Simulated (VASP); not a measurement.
Write the native input for VASP 6.6.1 that does the following.

| Item | Value |
| --- | --- |
| Task | electric field gradients |
| Functional | LDA |
| Potentials or basis | VASP PAW LDA potentials, release 64 (Mg, Au) |
| Cutoff | 520 eV |
| k mesh | 13 × 13 × 13 |
| Occupations | fermi-dirac, width 0.05 eV |
| Spin | no spin polarisation |
| Dipole correction | no |
| Further INCAR settings | ALGO = Normal; EDIFF = 1e-08; NBANDS = 14 |

The structure of MgAu lies in POSCAR:

```
MgAu
1.0
    3.2149540601      0.0000000000      0.0000000000
    0.0000000000      3.2149540601      0.0000000000
    0.0000000000      0.0000000000      3.2149540601
Mg Au
1 1
Direct
    0.5000000000      0.5000000000      0.5000000000
    0.0000000000      0.0000000000      0.0000000000
```

This cell differs from its parent crystal: volume scaled by 0.96.

One way to write it, as run:

INCAR

```
SYSTEM = MgAu
PREC = Accurate ; ENCUT = 520
EDIFF = 1E-8 ; ISMEAR = -1
SIGMA = 0.05 ; LREAL = .FALSE.
LASPH = .TRUE. ; NELM = 100
ALGO = Normal ; ISIF = 2
LWAVE = .FALSE. ; LCHARG = .FALSE.
GGA = CA ; LEFG = .TRUE.
NBANDS = 14
```

KPOINTS

```
Automatic mesh
0
G
  13 13 13
  0 0 0
```

Potentials or basis: VASP PAW LDA potentials, release 64 (Mg, Au).

Command:

```bash
$ cat potpaw_LDA.64/Mg/POTCAR potpaw_LDA.64/Au/POTCAR > POTCAR
$ mpirun -np 1 vasp_std > vasp.out
```

It gave:

| Property | Result |
| --- | --- |
| Pressure | -0.1 GPa |

Caveat: without QUAD_EFG the Cq values of the log hold for a quadrupole moment of 1 mb, not for the nuclei.

It took 11 s on 1 thread of Intel Xeon 6975P-C, with other jobs on the host, peak memory 0.16 GiB.
